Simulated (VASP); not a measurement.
A run of VASP 6.6.1 is set up as follows.

INCAR

```
ALGO = Normal
DIPOL = 0.5 0.5 0.404
EDIFF = 1E-6
ENCUT = 520
GGA = PE
IDIPOL = 3
ISIF = 2
ISMEAR = 0
IVDW = 12
LASPH = T
LCHARG = F
LDIPOL = T
LREAL = F
LWAVE = F
NBANDS = 25
NELM = 100
PREC = Accurate
SIGMA = 0.05
```

Contents of KPOINTS:

```
k-points
0
Gamma
  9 9 1
```

POSCAR

```
MgI2
1.0
    4.1311066128      0.0000000000      0.0000000000
   -2.0655533064      3.5776432724      0.0000000000
    0.0000000000      0.0000000000     24.2265084657
I Mg
4 2
Direct
    0.3333333333      0.6666666667      0.1857469477
    0.6666666667      0.3333333333      0.3245723272
    1.5555555556      0.7777777778      0.4826636182
    1.8888888889      0.4444444444      0.6214889978
    0.0000000000      0.0000000000      0.2551596374
    1.2222222222      0.1111111111      0.5520763080
```

Potentials or basis: VASP PAW PBE potentials, release 64 (I, Mg).

Launch:

```sh
$ cat potpaw_PBE.64/I/POTCAR potpaw_PBE.64/Mg/POTCAR > POTCAR
$ mpirun -np 1 vasp_std > vasp.out
```

Question: Estimate the dispersion energy per atom.

Answer: -0.266 eV.

Question: Predict the band gap on the k mesh.

Answer: 3.58 eV, indirect (least direct gap 3.91 eV).

Question: Predict the largest force.

Answer: 0.026 eV/Å.

Forces in eV/Å, atoms in the order of the input:
```
I    0.000  0.000  0.015
I    0.009  0.005  0.024
I   -0.009 -0.005 -0.024
I    0.000  0.000 -0.015
Mg  -0.002 -0.001  0.012
Mg   0.002  0.001 -0.012
```

Caveat: spin-orbit coupling is left out, which moves the levels of the heavy elements.
